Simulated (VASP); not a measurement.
# Cs (Im-3m) in VASP: notebook

Runs on Cs. Level: PBEsol. Tasks: single point.

All numbers are computed with VASP 6.6.1; they aren't measurements. Logs are shortened: lines on timing, memory, paths and dates and some standing lists are left out, and cuts for length are marked.

## 1. The cell of the first run

Symmetry: Im-3m, No. 229, cubic system. The conventional cell has a = 4.454 Å, b = 4.454 Å, c = 4.454 Å, α = 90.00°, β = 90.00°, γ = 90.00°. Cs (site symmetry m-3m) has 14 Cs at 3.86 to 4.45 Å within 5.1 Å.

## 2. Single point, PBEsol

Input file INCAR:

```
PREC     = Accurate       # precision mode
ENCUT    = 500            # plane-wave cutoff, eV
EDIFF    = 1E-6           # SCF threshold, eV
ISMEAR   = -1             # smearing method
SIGMA    = 0.05           # smearing width, eV
LREAL    = False          # projectors in reciprocal space
LASPH    = True           # aspherical terms in the spheres
NELM     = 120            # most SCF steps
ALGO     = Normal         # electronic algorithm
ISIF     = 2              # what is computed and relaxed
LWAVE    = False          # write WAVECAR
LCHARG   = False          # write CHGCAR
GGA      = PS             # functional
NBANDS   = 10             # bands
GGA_COMPAT= False
```

Input file KPOINTS:

```
Automatic mesh
0
Gamma
  9 9 9
```

Input file POSCAR:

```
Cs
1.0
   -2.2269952225      2.2269952225      2.2269952225
    2.2269952225     -2.2269952225      2.2269952225
    2.2269952225      2.2269952225     -2.2269952225
Cs
1
Direct
    0.0000000000      0.0000000000      0.0000000000
```

Potentials or basis: VASP PAW PBE potentials, release 64 (Cs_sv).

Started as:

```console
> cat potpaw_PBE.64/Cs_sv/POTCAR > POTCAR
> mpirun -np 1 vasp_std > vasp.out
```

OUTCAR:

```text
PREC = Accurate
   ENCUT = 500
   EDIFF = 1E-6
   ISMEAR = -1
   LREAL = False
   LASPH = True
   NELM = 120
   ISIF = 2
   GGA = PS

 ion  position               nearest neighbor table
   1  0.000  0.000  0.000-

  LATTYP: Found a body centered cubic cell.
 ALAT       =     4.4539904450

  Lattice vectors:

 A1 = (  -2.2269952225,   2.2269952225,   2.2269952225)
 A2 = (   2.2269952225,  -2.2269952225,   2.2269952225)
 A3 = (   2.2269952225,   2.2269952225,  -2.2269952225)

Analysis of symmetry for initial positions (statically):
=====================================================================
 Subroutine PRICEL returns:
 Original cell was already a primitive cell.

 Routine SETGRP: Setting up the symmetry group for a
 body centered cubic supercell.

 Subroutine GETGRP returns: Found 48 space group operations
 (whereof 48 operations were pure point group operations)
 out of a pool of 48 trial point group operations.

The static configuration has the point symmetry O_h .

Analysis of symmetry for dynamics (positions and initial velocities):
=====================================================================
 Subroutine PRICEL returns:
 Original cell was already a primitive cell.

 Routine SETGRP: Setting up the symmetry group for a
 body centered cubic supercell.

 Subroutine GETGRP returns: Found 48 space group operations
 (whereof 48 operations were pure point group operations)
 out of a pool of 48 trial point group operations.

The dynamic configuration has the point symmetry O_h .

 Subroutine INISYM returns: Found 48 space group operations
 (whereof 48 operations are pure point group operations),
 and found     1 'primitive' translations

----------------------------------------------------------------------------------------

                                     Primitive cell

  volume of cell :      44.1792

  direct lattice vectors                    reciprocal lattice vectors
    -2.226995222  2.226995222  2.226995222     0.000000000  0.224517769  0.224517769
     2.226995222 -2.226995222  2.226995222     0.224517769  0.000000000  0.224517769
     2.226995222  2.226995222 -2.226995222     0.224517769  0.224517769  0.000000000

  length of vectors
     3.857268874  3.857268874  3.857268874     0.317516075  0.317516075  0.317516075

  position of ions in fractional coordinates (direct lattice)
     0.000000000  0.000000000  0.000000000

  ion indices of the primitive-cell ions
   primitive index   ion index
                 1           1

----------------------------------------------------------------------------------------

 KPOINTS: Automatic mesh

Automatic generation of k-mesh.
 Grid dimensions read from file:
 generate k-points for:    9    9    9

 Generating k-lattice:

  Cartesian coordinates                     Fractional coordinates (reciprocal lattice)
     0.000000000  0.024946419  0.024946419     0.111111111  0.000000000  0.000000000
     0.024946419  0.000000000  0.024946419     0.000000000  0.111111111  0.000000000
     0.024946419  0.024946419  0.000000000     0.000000000  0.000000000  0.111111111

  Length of vectors
     0.035279564  0.035279564  0.035279564

  Shift w.r.t. Gamma in fractional coordinates (k-lattice)
     0.000000000  0.000000000  0.000000000

 Subroutine IBZKPT returns following result:
 ===========================================

 Found     35 irreducible k-points:

 Following reciprocal coordinates:
            Coordinates               Weight
  0.000000  0.000000  0.000000      1.000000
  0.111111  0.000000  0.000000     12.000000
  0.222222  0.000000  0.000000     12.000000
  0.333333  0.000000  0.000000     12.000000
  0.444444  0.000000  0.000000     12.000000
  0.111111  0.111111  0.000000     24.000000
[... 16 lines left out ...]
 -0.333333  0.444444  0.111111     48.000000
 -0.444444 -0.444444  0.111111     24.000000
 [... further k-points ...]
   k-points           NKPTS =     35   k-points in BZ     NKDIM =     35   number of bands    NBANDS=     10
   number of dos      NEDOS =    301   number of ions     NIONS =      1
   total plane-waves  NPLWV =  21952
   dimension x,y,z NGX =    28 NGY =   28 NGZ =   28
   dimension x,y,z NGXF=    56 NGYF=   56 NGZF=   56
   ions per type =               1
   NGX,Y,Z   is equivalent  to a cutoff of  12.07, 12.07, 12.07 a.u.
   NGXF,Y,Z  is equivalent  to a cutoff of  24.14, 24.14, 24.14 a.u.
 SYSTEM =  unknown system
   PREC   = accura    normal or accurate (medium, high low for compatibility)
   ISTART =      0    job   : 0-new  1-cont  2-samecut
   ICHARG =      2    charge: 1-file 2-atom 10-const
   ISPIN  =      1    spin polarized calculation?
   LNONCOLLINEAR =      F non collinear calculations
   LSORBIT =      F    spin-orbit coupling
   LASPH  =      T    aspherical Exc in radial PAW
   ENCUT  =  500.0 eV  36.75 Ry    6.06 a.u.   7.03  7.03  7.03*2*pi/ulx,y,z
   NELM   =    120;   NELMIN=  2; NELMDL= -5     # of ELM steps
   EDIFF  = 0.1E-05   stopping-criterion for ELM
   LREAL  =      F    real-space projection
   EDIFFG = 0.1E-04   stopping-criterion for IOM
   NSW    =      0    number of steps for IOM
   IBRION =     -1    ionic relax: 0-MD 1-quasi-New 2-CG
   NFREE  =      0    steps in history (QN), initial steepest desc. (CG)
   ISIF   =      2    stress and relaxation
   ISYM   =      2    0-nonsym 1-usesym 2-fastsym
   POTIM  = 0.5000    time-step for ionic-motion
   TEBEG  =    0.0;   TEEND  =   0.0 temperature during run
   PSTRESS=    0.0 pullay stress
   NELECT =       9.0000    total number of electrons
   NUPDOWN=      -1.0000    fix difference up-down
   EMIN   =  10.00;   EMAX   =-10.00  energy-range for DOS
   EFERMI =   0.00;   METHOD = LEGACY
   ISMEAR =    -1;   SIGMA  =   0.05  broadening in eV -4-tet -1-fermi 0-gaus
   EFERMI_NEDOS =   21; number of points for ismear=-14 and -15
   IALGO  =     38    algorithm
   IMIX   =      4    mixing-type and parameters
     AMIX     =   0.40;   BMIX     =  1.00
     AMIX_MAG =   1.60;   BMIX_MAG =  1.00
  volume/ion in A,a.u.               =      44.18       298.14
  Fermi-wavevector in a.u.,A,eV,Ry     =   0.963274  1.820323 12.624795  0.927896
  Thomas-Fermi vector in A             =   2.092805
   LORBIT       =      0    0 simple, 1 ext, 2 COOP (PROOUT), +10 PAW based schemes
   GGA     = PS    functional components
   LHFCALC =     F    Hartree Fock is set to
   AEXX    =    0.0000 exact exchange contribution
   IVDW    =     0    specifies the selected vdW correction
   LEPSILON=     F    determine dielectric tensor
   LRPA    =     F    only Hartree local field effects (RPA)
 non-spin polarized calculation
  energy-cutoff  :      500.00
  volume of cell :       44.18
 maximum number of plane-waves:      1136
   NGX = 13   NGY = 13   NGZ = 13

 number of electron       8.9999998 magnetization

 Free energy of the ion-electron system (eV)
  ---------------------------------------------------
  ext. energy  EPLUGINS =         0.00000000
  ---------------------------------------------------
  free energy    TOTEN  =        -0.28006460 eV

  energy without entropy =       -0.26776671  energy(sigma->0) =       -0.27391566

 E-fermi :   4.0625     XC(G=0):  -8.7147

 val. band max:        4.0568213548   @ k =  -0.4444   0.4444   0.3333
 cond. band min:       4.0931717757   @ k =  -0.4444   0.4444   0.2222
 fundamental gap:      0.0363504208
 Fermi energy:         4.0625279782

 k-point     1 :       0.0000    0.0000    0.0000
  band No.  band energies     occupation
      1     -19.9315      2.00000
      2      -5.6405      2.00000
      3      -5.6405      2.00000
      4      -5.6405      2.00000
      5       2.0804      2.00000
      6       7.0958      0.00000
      7       7.0958      0.00000
      8       7.0958      0.00000
      9       9.0541      0.00000
     10       9.0541      0.00000

 k-point     2 :       0.1111    0.0000    0.0000
  band No.  band energies     occupation
      1     -19.8935      2.00000
      2      -5.9456      2.00000
      3      -5.7199      2.00000
      4      -5.6470      2.00000
      5       2.5174      2.00000
      6       6.7348      0.00000
      7       6.8486      0.00000
      8       7.5046      0.00000
      9       8.5310      0.00000
     10       8.9331      0.00000

 k-point     3 :       0.2222    0.0000    0.0000
  band No.  band energies     occupation
      1     -19.7948      2.00000
      2      -6.6202      2.00000
      3      -5.9108      2.00000
      4      -5.6638      2.00000
      5       3.3681      2.00000
      6       6.0631      0.00000
      7       6.2731      0.00000
      8       8.6741      0.00000
      9       8.7044      0.00000
     10       8.8888      0.00000

 k-point     4 :       0.3333    0.0000    0.0000
  band No.  band energies     occupation
      1     -19.6781      2.00000
      2      -7.2776      2.00000
      3      -6.1129      2.00000
      4      -5.6835      2.00000
      5       3.5771      1.99988
      6       5.5042      0.00000
      7       6.7260      0.00000
      8       9.2147      0.00000
      9       9.3479      0.00000
     10      10.4635      0.00000
[... 222 lines left out ...]
 k-point    22 :      -0.4444    0.4444    0.1111
  band No.  band energies     occupation
      1     -19.5730      2.00000
      2      -7.5929      2.00000
      3      -6.3332      2.00000
      4      -5.8767      2.00000
      5       3.6970      1.99866
      6       5.6252      0.00000
      7       6.7199      0.00000
      8       8.1361      0.00000
      9      10.9864      0.00000
     10      12.4037      0.00000

 k-point    23 :      -0.3333    0.4444    0.1111
  band No.  band energies     occupation
      1     -19.5702      2.00000
      2      -7.3685      2.00000
      3      -6.5167      2.00000
      4      -5.9829      2.00000
      5       4.3134      0.01317
      6       5.3313      0.00000
      7       6.3761      0.00000
      8       8.0717      0.00000
      9      10.1386      0.00000
     10      11.8839      0.00000

 k-point    24 :      -0.4444   -0.4444    0.1111
  band No.  band energies     occupation
      1     -19.5333      2.00000
      2      -7.5032      2.00000
      3      -6.6160      2.00000
      4      -5.9835      2.00000
      5       4.1278      0.42641
      6       5.7352      0.00000
      7       6.0824      0.00000
      8       7.9482      0.00000
      9      11.0370      0.00000
     10      13.5302      0.00000

 [... further k-points ...]

------------------------ aborting loop because EDIFF is reached ----------------------------------------

  FORCE on cell =-STRESS in cart. coord.  units (eV):
  Direction    XX          YY          ZZ          XY          YZ          ZX
  --------------------------------------------------------------------------------------
  -------------------------------------------------------------------------------------
  Total        1.5054585      1.5054585      1.5054585     -0.0000000     -0.0000000     -0.0000000
  in kB       54.5960865     54.5960865     54.5960865     -0.0000000     -0.0000000     -0.0000000
  external PRESSURE =      54.5960865 kB  Pullay stress =       0.0000000 kB

 VOLUME and BASIS-vectors are now :
 -----------------------------------------------------------------------------
  energy-cutoff  :      500.00
  volume of cell :       44.18
      direct lattice vectors                 reciprocal lattice vectors
    -2.226995222  2.226995222  2.226995222     0.000000000  0.224517769  0.224517769
     2.226995222 -2.226995222  2.226995222     0.224517769  0.000000000  0.224517769
     2.226995222  2.226995222 -2.226995222     0.224517769  0.224517769  0.000000000

 POSITION                                       TOTAL-FORCE (eV/Angst)
 -----------------------------------------------------------------------------------
      0.00000      0.00000      0.00000        -0.000000      0.000000      0.000000
 -----------------------------------------------------------------------------------
    total drift:                                0.000000      0.000000      0.000000

  FREE ENERGIE OF THE ION-ELECTRON SYSTEM (eV)
  ---------------------------------------------------
  free  energy   TOTEN  =        -0.2800646039 eV

  energy  without entropy=       -0.2677667085  energy(sigma->0) =       -0.27391566
```

Run time: 6.7 s. Hardware: 1 thread of AMD EPYC 9R45 (Zen 5), shared host; peak memory 0.12 GiB.

Results:

* Free energy: -0.2801 eV
* Pressure: 5.5 GPa
* Band gap on the k mesh: zero (an odd number of electrons rules out a gap without spin polarisation)

Caveat: the cell stands under pressure; the PAW data sets were made with another functional, which shifts forces and pressure a little; spin-orbit coupling is left out, which moves the levels of the heavy elements.

## 3. Single point, PBEsol (60.75 Å³/atom)

This run uses another cell than the first one, of 60.75 Å³/atom.

Input file INCAR:

```
SYSTEM = Cs
  PREC = Accurate
  ENCUT = 500
  EDIFF = 1E-6
  ISMEAR = -1
  SIGMA = 0.05
  LREAL = .FALSE.
  LASPH = .TRUE.
  NELM = 120
  ALGO = Normal
  ISIF = 2
  LWAVE = .FALSE.
  LCHARG = .TRUE.
  GGA = PS
  LELF = .TRUE.
  LVHAR = .TRUE.
  NBANDS = 10
  GGA_COMPAT = .FALSE.
```

Input file KPOINTS:

```
Automatic mesh
0
G
  9 9 9
  0 0 0
```

Input file POSCAR:

```
Cs
1.0
   -2.4763965183      2.4763965183      2.4763965183
    2.4763965183     -2.4763965183      2.4763965183
    2.4763965183      2.4763965183     -2.4763965183
Cs
1
Direct
    0.0000000000      0.0000000000      0.0000000000
```

Potentials or basis: VASP PAW PBE potentials, release 64 (Cs_sv).

Started as:

```console
> cat potpaw_PBE.64/Cs_sv/POTCAR > POTCAR
> mpirun -np 1 vasp_std > vasp.out
```

It took 7.6 s on 1 thread of AMD EPYC 9R45 (Zen 5), shared host; peak memory 0.14 GiB.

The run converged. Its results:

```
Free energy            : -0.6634 eV
Pressure               : 2.6 GPa
Band gap on the k mesh : zero (an odd number of electrons rules out a gap without spin polarisation)
```

Levels at points of the mesh, in eV from the Fermi level:
| k point | band 3 | band 4 | band 5 | band 6 | band 7 | band 8 |
| --- | --- | --- | --- | --- | --- | --- |
| (0.00, 0.00, 0.00) | -10.10 | -10.10 | -2.21 | 2.82 | 2.82 | 2.82 |

Caveat: the PAW data sets were made with another functional, which shifts forces and pressure a little; spin-orbit coupling is left out, which moves the levels of the heavy elements.

The gap in the log of VASP goes by the Fermi energy; the results here count the filled bands.